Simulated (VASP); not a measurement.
A run of VASP 6.6.1:

The input INCAR:

```
ALGO     = Normal         # electronic algorithm
EDIFF    = 1E-7           # SCF threshold, eV
ENCUT    = 520            # plane-wave cutoff, eV
ISIF     = 2              # what is computed and relaxed
ISMEAR   = -1             # smearing method
ISPIN    = 2              # spin polarisation
LASPH    = True           # aspherical terms in the spheres
LCHARG   = False          # write CHGCAR
LMAXMIX  = 4              # l up to which the mixer works
LORBIT   = 11             # projections on sites
LREAL    = False          # projectors in reciprocal space
LWAVE    = False          # write WAVECAR
MAGMOM   = 3              # initial moments
NBANDS   = 16             # bands
NELM     = 150            # most SCF steps
PREC     = Accurate       # precision mode
SIGMA    = 0.1            # smearing width, eV
```

File KPOINTS:

```
k-points
0
Gamma
  9 9 9
```

The input POSCAR:

```
Cr
1.0
   -1.4943366600      1.5452007300      1.3932153400
    1.5696721600     -1.4509560800      1.3743061900
    1.4063430800      1.3629625000     -1.2989706900
Cr
1
Direct
    0.0000000000      0.0000000000      0.0000000000
```

Potentials or basis: VASP PAW LDA potentials, release 64 (Cr_pv).

Launch:

```console
$ cat potpaw_LDA.64/Cr_pv/POTCAR > POTCAR
$ mpirun -np 1 vasp_std > vasp.out
```

Hardware: 1 thread of Intel(R) Xeon(R) 6975P-C (Granite Rapids), with other jobs on the host.

Question: How long does it take, and how much memory?

Answer: It took 52 s on 1 thread of Intel(R) Xeon(R) 6975P-C (Granite Rapids), with other jobs on the host, peak memory 0.2 GiB. Counts: scf iterations 15, k points 365.
